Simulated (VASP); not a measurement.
Crystal: W2S3.

```
W S
1.0
     4.10272    0.00000    0.00000
    -2.05136    3.55306    0.00000
     0.00000    0.00000    6.38317
W S
2 3
Direct
  0.33333 0.66667 0.24500
  0.66667 0.33333 0.75500
  0.00000 0.00000 0.00000
  0.33333 0.66667 0.64500
  0.66667 0.33333 0.35500
```

* Program: VASP 6.6.1
* Task: relaxation of cell and atoms
* Functional: PBE
* Potentials or basis: VASP PAW PBE potentials, release 64 (W_sv, S)
* Cutoff: 600 eV
* k mesh: 6 × 6 × 4
* Occupations: gaussian, width 0.1 eV
* Spin: no spin polarisation

At the start: pressure -13.5 GPa; volume 18.61 Å³/atom.

**Question.** Where does the relaxation end?

**Answer.** Over 31 steps the energy falls by 396.8 meV/atom and the volume is 16.04 Å³/atom (-13.8 %); space group P-3m1 (No. 164, to 0.1 Å) before and after.

Step by step:
| step | energy change (eV) | largest force (eV/Å) | pressure (GPa) | volume (Å³) |
| --- | --- | --- | --- | --- |
| 1 | 0.0000 | 0.4688 | -13.46 | 93.05 |
| 2 | 0.3448 | 2.2454 | 28.00 | 73.54 |
| 3 | -0.4432 | 0.6569 | -0.42 | 83.90 |
| 4 | -0.4436 | 0.6825 | 0.00 | 83.67 |
| 5 | -0.5003 | 0.6208 | -0.08 | 83.08 |
| 6 | -0.5623 | 0.7880 | 0.04 | 81.73 |
| 7 | -0.6160 | 0.8761 | -0.36 | 81.44 |
| 8 | -0.8123 | 0.9726 | -1.10 | 80.57 |
| 9 | -1.2343 | 1.2680 | 0.75 | 78.83 |
| 10 | -0.1176 | 4.5122 | 22.77 | 75.35 |
| 11 | -1.3136 | 1.4467 | 2.25 | 78.25 |
| 12 | -1.3139 | 1.6947 | 4.63 | 77.63 |
| 13 | -1.3319 | 1.5642 | 3.26 | 77.96 |
| 14 | -1.3591 | 1.6066 | 3.44 | 77.96 |
| 15 | -1.3830 | 1.7227 | 4.10 | 77.96 |
| 16 | -1.4366 | 1.6812 | 3.19 | 78.28 |
| 17 | -1.5757 | 1.5545 | 0.55 | 79.24 |
| 18 | -1.7538 | 1.2892 | -4.08 | 81.12 |
| 19 | -1.7137 | 0.8047 | -10.54 | 84.77 |
| 20 | -1.7959 | 1.0952 | -7.12 | 82.60 |
| 21 | -1.9019 | 0.7775 | -4.18 | 81.12 |
| 22 | -1.9475 | 0.3396 | 0.05 | 79.31 |
| 23 | -1.9477 | 0.3588 | -0.14 | 79.38 |
| 24 | -1.9629 | 0.2833 | 0.18 | 79.31 |
| 25 | -1.9767 | 0.1025 | 1.01 | 79.14 |
| 26 | -1.9790 | 0.1174 | -0.08 | 79.68 |
| 27 | -1.9791 | 0.1278 | -0.25 | 79.76 |
| 28 | -1.9806 | 0.1106 | -0.19 | 79.83 |
| 29 | -1.9836 | 0.0422 | -0.07 | 80.04 |
| 30 | -1.9823 | 0.0960 | 0.27 | 80.46 |
| 31 | -1.9842 | 0.0204 | 0.05 | 80.20 |

Final structure:
```yaml
crystal:
  lattice:
    - [4.12926, 0.00000, 0.00000]
    - [-2.06463, 3.57604, 0.00000]
    - [0.00000, 0.00000, 5.43123]
  atoms:
    - { symbol: W, position: [0.33333, 0.66667, 0.15175] }
    - { symbol: W, position: [0.66667, 0.33333, 0.84825] }
    - { symbol: S, position: [0.00000, 0.00000, 0.00000] }
    - { symbol: S, position: [0.33333, 0.66667, 0.67287] }
    - { symbol: S, position: [0.66667, 0.33333, 0.32713] }
```
